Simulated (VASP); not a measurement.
# Ni (R-3m) in VASP: single point with PBEsol

Aim: the single point of Ni with PBEsol.

Program: VASP 6.6.1. These are calculated values, not measurements. Logs are shortened: lines on timing, memory, paths and dates and some standing lists are left out, and cuts for length are marked.

## (1) The cell of the first run

It takes space group R-3m (No. 166, trigonal). Conventional cell: a = 3.683 Å, b = 3.683 Å, c = 2.706 Å, α = 90.00°, β = 90.00°, γ = 120.00°. Within 3.1 Å of Ni (site symmetry -3m) lie 14 Ni at 2.31 to 2.79 Å.

## (2) Single point, PBEsol, collinear spin, ferromagnetic start

Contents of INCAR:

```
SYSTEM = Ni
PREC     = Accurate       ! precision mode
ENCUT    = 520            ! plane-wave cutoff, eV
EDIFF    = 1E-6           ! SCF threshold, eV
ISMEAR   = 0              ! smearing method
SIGMA    = 0.15           ! smearing width, eV
LREAL    = .False.        ! projectors in reciprocal space
LASPH    = .True.         ! aspherical terms in the spheres
NELM     = 150            ! most SCF steps
ALGO     = Normal         ! electronic algorithm
ISIF     = 2              ! what is computed and relaxed
LWAVE    = .False.        ! write WAVECAR
LCHARG   = .False.        ! write CHGCAR
ISPIN    = 2              ! spin polarisation
MAGMOM   = 0.5            ! initial moments
LORBIT   = 11             ! projections on sites
LMAXMIX  = 4              ! l up to which the mixer works
GGA      = PS             ! functional
NBANDS   = 15             ! bands
```

Contents of KPOINTS:

```
regular mesh
0
Gamma
  26 26 26
  0 0 0
```

Contents of POSCAR:

```
Ni
1.0
   -1.2153177036      1.3889345184      1.3889345184
    1.3889345184     -1.2153177036      1.3889345184
    1.3889345184      1.3889345184     -1.2153177036
Ni
1
Direct
    0.0000000000      0.0000000000      0.0000000000
```

Potentials or basis: VASP PAW PBE potentials, release 64 (Ni).

Launch:

```console
cat potpaw_PBE.64/Ni/POTCAR > POTCAR
mpirun -np 1 vasp_std > vasp.out
```

OUTCAR:

```text
SYSTEM = Ni
   PREC = Accurate
   ENCUT = 520
   EDIFF = 1E-6
   ISMEAR = 0
   LREAL = .False.
   LASPH = .True.
   NELM = 150
   ISIF = 2
   ISPIN = 2
   LORBIT = 11
   GGA = PS

 ion  position               nearest neighbor table
   1  0.000  0.000  0.000-

  LATTYP: Found a trigonal (rhomboedric) cell.
 ALAT       =     2.3098214895
 COS(alpha) =    -0.2711864407

  Lattice vectors:

 A1 = (  -1.2153177036,   1.3889345184,   1.3889345184)
 A2 = (   1.3889345184,  -1.2153177036,   1.3889345184)
 A3 = (   1.3889345184,   1.3889345184,  -1.2153177036)

Analysis of symmetry for initial positions (statically):
=====================================================================
 Subroutine PRICEL returns:
 Original cell was already a primitive cell.

 Routine SETGRP: Setting up the symmetry group for a
 trigonal (rhombohedral) supercell.

 Subroutine GETGRP returns: Found 12 space group operations
 (whereof 12 operations were pure point group operations)
 out of a pool of 12 trial point group operations.

The static configuration has the point symmetry D_3d.

Analysis of symmetry for dynamics (positions and initial velocities):
=====================================================================
 Subroutine PRICEL returns:
 Original cell was already a primitive cell.

 Routine SETGRP: Setting up the symmetry group for a
 trigonal (rhombohedral) supercell.

 Subroutine GETGRP returns: Found 12 space group operations
 (whereof 12 operations were pure point group operations)
 out of a pool of 12 trial point group operations.

The dynamic configuration has the point symmetry D_3d.

Analysis of structural, dynamic, and magnetic symmetry:
=====================================================================
 Subroutine PRICEL returns:
 Original cell was already a primitive cell.

 Routine SETGRP: Setting up the symmetry group for a
 trigonal (rhombohedral) supercell.

 Subroutine GETGRP returns: Found 12 space group operations
 (whereof 12 operations were pure point group operations)
 out of a pool of 12 trial point group operations.

The overall configuration has the point symmetry D_3d.

 Subroutine INISYM returns: Found 12 space group operations
 (whereof 12 operations are pure point group operations),
 and found     1 'primitive' translations

----------------------------------------------------------------------------------------

                                     Primitive cell

  volume of cell :      10.5974

  direct lattice vectors                    reciprocal lattice vectors
    -1.215317704  1.388934518  1.388934518    -0.042665265  0.341322120  0.341322120
     1.388934518 -1.215317704  1.388934518     0.341322120 -0.042665265  0.341322120
     1.388934518  1.388934518 -1.215317704     0.341322120  0.341322120 -0.042665265

  length of vectors
     2.309821490  2.309821490  2.309821490     0.484584259  0.484584259  0.484584259

  position of ions in fractional coordinates (direct lattice)
     0.000000000  0.000000000  0.000000000

  ion indices of the primitive-cell ions
   primitive index   ion index
                 1           1

----------------------------------------------------------------------------------------

 KPOINTS: regular mesh

Automatic generation of k-mesh.
 Grid dimensions read from file:
 generate k-points for:   26   26   26

 Generating k-lattice:

  Cartesian coordinates                     Fractional coordinates (reciprocal lattice)
    -0.001640972  0.013127774  0.013127774     0.038461538  0.000000000  0.000000000
     0.013127774 -0.001640972  0.013127774     0.000000000  0.038461538  0.000000000
     0.013127774  0.013127774 -0.001640972     0.000000000  0.000000000  0.038461538

  Length of vectors
     0.018637856  0.018637856  0.018637856

  Shift w.r.t. Gamma in fractional coordinates (k-lattice)
     0.000000000  0.000000000  0.000000000

 Subroutine IBZKPT returns following result:
 ===========================================

 Found   1652 irreducible k-points:

 Following reciprocal coordinates:
            Coordinates               Weight
  0.000000  0.000000  0.000000      1.000000
  0.038462  0.000000  0.000000      6.000000
  0.076923  0.000000  0.000000      6.000000
  0.115385  0.000000  0.000000      6.000000
  0.153846  0.000000  0.000000      6.000000
  0.192308  0.000000  0.000000      6.000000
[... 16 lines left out ...]
  0.346154  0.038462  0.000000     12.000000
  0.384615  0.038462  0.000000     12.000000
 [... further k-points ...]
   k-points           NKPTS =   1652   k-points in BZ     NKDIM =   1652   number of bands    NBANDS=     15
   number of dos      NEDOS =    301   number of ions     NIONS =      1
   total plane-waves  NPLWV =   5832
   dimension x,y,z NGX =    18 NGY =   18 NGZ =   18
   dimension x,y,z NGXF=    36 NGYF=   36 NGZF=   36
   ions per type =               1
   NGX,Y,Z   is equivalent  to a cutoff of  12.96, 12.96, 12.96 a.u.
   NGXF,Y,Z  is equivalent  to a cutoff of  25.91, 25.91, 25.91 a.u.
 SYSTEM =  Ni
   PREC   = accura    normal or accurate (medium, high low for compatibility)
   ISTART =      0    job   : 0-new  1-cont  2-samecut
   ICHARG =      2    charge: 1-file 2-atom 10-const
   ISPIN  =      2    spin polarized calculation?
   LNONCOLLINEAR =      F non collinear calculations
   LSORBIT =      F    spin-orbit coupling
   LASPH  =      T    aspherical Exc in radial PAW
   ENCUT  =  520.0 eV  38.22 Ry    6.18 a.u.   4.29  4.29  4.29*2*pi/ulx,y,z
   NELM   =    150;   NELMIN=  2; NELMDL= -5     # of ELM steps
   EDIFF  = 0.1E-05   stopping-criterion for ELM
   LREAL  =      F    real-space projection
   EDIFFG = 0.1E-04   stopping-criterion for IOM
   NSW    =      0    number of steps for IOM
   IBRION =     -1    ionic relax: 0-MD 1-quasi-New 2-CG
   NFREE  =      0    steps in history (QN), initial steepest desc. (CG)
   ISIF   =      2    stress and relaxation
   ISYM   =      2    0-nonsym 1-usesym 2-fastsym
   POTIM  = 0.5000    time-step for ionic-motion
   TEBEG  =    0.0;   TEEND  =   0.0 temperature during run
   PSTRESS=    0.0 pullay stress
   NELECT =      10.0000    total number of electrons
   NUPDOWN=      -1.0000    fix difference up-down
   EMIN   =  10.00;   EMAX   =-10.00  energy-range for DOS
   EFERMI =   0.00;   METHOD = LEGACY
   ISMEAR =     0;   SIGMA  =   0.15  broadening in eV -4-tet -1-fermi 0-gaus
   EFERMI_NEDOS =   21; number of points for ismear=-14 and -15
   IALGO  =     38    algorithm
   IMIX   =      4    mixing-type and parameters
     AMIX     =   0.40;   BMIX     =  1.00
     AMIX_MAG =   1.60;   BMIX_MAG =  1.00
  volume/ion in A,a.u.               =      10.60        71.51
  Fermi-wavevector in a.u.,A,eV,Ry     =   1.605738  3.034405 35.081190  2.578395
  Thomas-Fermi vector in A             =   2.702037
   LORBIT       =     11    0 simple, 1 ext, 2 COOP (PROOUT), +10 PAW based schemes
   GGA     = PS    functional components
   LHFCALC =     F    Hartree Fock is set to
   AEXX    =    0.0000 exact exchange contribution
   IVDW    =     0    specifies the selected vdW correction
   LEPSILON=     F    determine dielectric tensor
   LRPA    =     F    only Hartree local field effects (RPA)
 spin polarized calculation
 Gauss-broadening in eV      SIGMA  =   0.15
  energy-cutoff  :      520.00
  volume of cell :       10.60
 maximum number of plane-waves:       297
 NGX is ok and might be reduce to    18
   NGX =  9   NGY =  9   NGZ =  9

 number of electron      10.0000010 magnetization       0.1588651

 Free energy of the ion-electron system (eV)
  ---------------------------------------------------
  ext. energy  EPLUGINS =         0.00000000
  ---------------------------------------------------
  free energy    TOTEN  =        -5.86467583 eV

  energy without entropy =       -5.84341819  energy(sigma->0) =       -5.85404701

 E-fermi :   9.3741     XC(G=0): -13.5669

 val. band max:        9.3733083160   @ k =  -0.4231  -0.4615   0.0385
 cond. band min:       9.3742943761   @ k =  -0.3846   0.3462   0.1538
 fundamental gap:      0.0009860601
 Fermi energy:         9.3741438416

 spin component 1

 k-point     1 :       0.0000    0.0000    0.0000
  band No.  band energies     occupation
      1       0.3423      1.00000
      2       6.6534      1.00000
      3       6.6534      1.00000
      4       8.2701      1.00000
      5       8.9373      0.99998
      6       8.9373      0.99998
      7      33.6676      0.00000
      8      33.6676      0.00000
      9      37.7765      0.00000
     10      38.7441      0.00000
     11      38.7441      0.00000
     12      40.0470      0.00000
     13      42.2144      0.00000
     14      46.7465      0.00000
     15      46.7465      0.00000
[... 397 lines left out ...]
 k-point    24 :       0.3846    0.0385    0.0000
  band No.  band energies     occupation
      1       4.4498      1.00000
      2       6.1696      1.00000
      3       7.7634      1.00000
      4       8.8776      1.00000
      5       9.0633      0.99831
      6       9.2998      0.75833
      7      17.1300      0.00000
      8      29.7159      0.00000
      9      31.4870      0.00000
     10      35.9494      0.00000
     11      39.5117      0.00000
     12      47.9487      0.00000
     13      49.9734      0.00000
     14      53.2766      0.00000
     15      55.1714      0.00000

 [... further k-points ...]

 spin component 2

 k-point     1 :       0.0000    0.0000    0.0000
  band No.  band energies     occupation
      1       0.3476      1.00000
      2       6.8142      1.00000
      3       6.8142      1.00000
      4       8.4691      1.00000
      5       9.0966      0.99556
      6       9.0966      0.99556
      7      33.6560      0.00000
      8      33.6560      0.00000
      9      37.8395      0.00000
     10      38.7671      0.00000
     11      38.7671      0.00000
     12      40.0324      0.00000
     13      42.2485      0.00000
     14      46.7952      0.00000
     15      46.7952      0.00000
[... 217 lines left out ...]
 k-point    14 :       0.5000    0.0000    0.0000
  band No.  band energies     occupation
      1       4.8305      1.00000
      2       6.2617      1.00000
      3       8.7969      1.00000
      4       9.0769      0.99746
      5       9.1863      0.96175
      6       9.6213      0.00989
      7      15.2451      0.00000
      8      30.1398      0.00000
      9      31.5959      0.00000
     10      35.1124      0.00000
     11      38.6708      0.00000
     12      49.6236      0.00000
     13      51.0344      0.00000
     14      53.6192      0.00000
     15      56.1413      0.00000

------------------------ aborting loop because EDIFF is reached ----------------------------------------

  FORCE on cell =-STRESS in cart. coord.  units (eV):
  Direction    XX          YY          ZZ          XY          YZ          ZX
  --------------------------------------------------------------------------------------
  -------------------------------------------------------------------------------------
  Total        0.1619510      0.1619510      0.1619510     -0.7859250     -0.7859250     -0.7859250
  in kB       24.4846511     24.4846511     24.4846511   -118.8204799   -118.8204799   -118.8204799
  external PRESSURE =      24.4846511 kB  Pullay stress =       0.0000000 kB

 VOLUME and BASIS-vectors are now :
 -----------------------------------------------------------------------------
  energy-cutoff  :      520.00
  volume of cell :       10.60
      direct lattice vectors                 reciprocal lattice vectors
    -1.215317704  1.388934518  1.388934518    -0.042665265  0.341322120  0.341322120
     1.388934518 -1.215317704  1.388934518     0.341322120 -0.042665265  0.341322120
     1.388934518  1.388934518 -1.215317704     0.341322120  0.341322120 -0.042665265

 POSITION                                       TOTAL-FORCE (eV/Angst)
 -----------------------------------------------------------------------------------
      0.00000      0.00000      0.00000         0.000000      0.000000      0.000000
 -----------------------------------------------------------------------------------
    total drift:                                0.000000     -0.000000     -0.000000

  FREE ENERGIE OF THE ION-ELECTRON SYSTEM (eV)
  ---------------------------------------------------
  free  energy   TOTEN  =        -5.8646758283 eV

  energy  without entropy=       -5.8434181923  energy(sigma->0) =       -5.85404701

 total charge

# of ion       s       p       d       tot
------------------------------------------
    1        0.515   0.516   8.374   9.406

 magnetization (x)

# of ion       s       p       d       tot
------------------------------------------
    1       -0.001  -0.004   0.164   0.159
```

It took 5.6 min on 1 thread of Intel Xeon Platinum 8559C (Emerald Rapids), shared host; peak memory 0.46 GiB.

What came out:

```
Free energy                                           : -5.8647 eV
Pressure                                              : 2.4 GPa
Net moment                                            : 0.16 μB per cell
Site moments                                          : Ni +0.16 μB
Valence electrons inside the program's atomic spheres : Ni 9.41
```

Levels at points of the mesh, in eV from the Fermi level:
Spin up:
| k point | band 1 | band 2 | band 3 | band 4 | band 5 | band 6 | band 7 | band 8 | band 9 | band 10 |
| --- | --- | --- | --- | --- | --- | --- | --- | --- | --- | --- |
| (0.00, 0.00, 0.00) | -9.03 | -2.72 | -2.72 | -1.10 | -0.44 | -0.44 | 24.29 | 24.29 | 28.40 | 29.37 |
| (0.50, 0.00, 0.00) | -4.64 | -3.26 | -0.58 | -0.46 | -0.35 | 0.04 | 5.76 | 20.77 | 22.19 | 25.70 |
| (0.50, 0.50, 0.00) | -4.52 | -3.04 | -0.72 | -0.66 | 0.57 | 1.42 | 8.34 | 14.66 | 21.17 | 23.61 |
| (0.50, 0.50, 0.50) | -4.15 | -4.15 | -0.73 | 0.47 | 0.47 | 10.09 | 10.09 | 10.66 | 16.26 | 16.26 |
Spin down:
| k point | band 1 | band 2 | band 3 | band 4 | band 5 | band 6 | band 7 | band 8 | band 9 | band 10 |
| --- | --- | --- | --- | --- | --- | --- | --- | --- | --- | --- |
| (0.00, 0.00, 0.00) | -9.03 | -2.56 | -2.56 | -0.91 | -0.28 | -0.28 | 24.28 | 24.28 | 28.47 | 29.39 |
| (0.50, 0.00, 0.00) | -4.54 | -3.11 | -0.58 | -0.30 | -0.19 | 0.25 | 5.87 | 20.77 | 22.22 | 25.74 |
| (0.50, 0.50, 0.00) | -4.41 | -2.88 | -0.56 | -0.49 | 0.76 | 1.42 | 8.43 | 14.67 | 21.22 | 23.63 |
| (0.50, 0.50, 0.50) | -4.04 | -4.04 | -0.53 | 0.66 | 0.66 | 10.11 | 10.11 | 10.67 | 16.30 | 16.30 |

Caveat: the PAW data sets were made with another functional, which shifts forces and pressure a little.
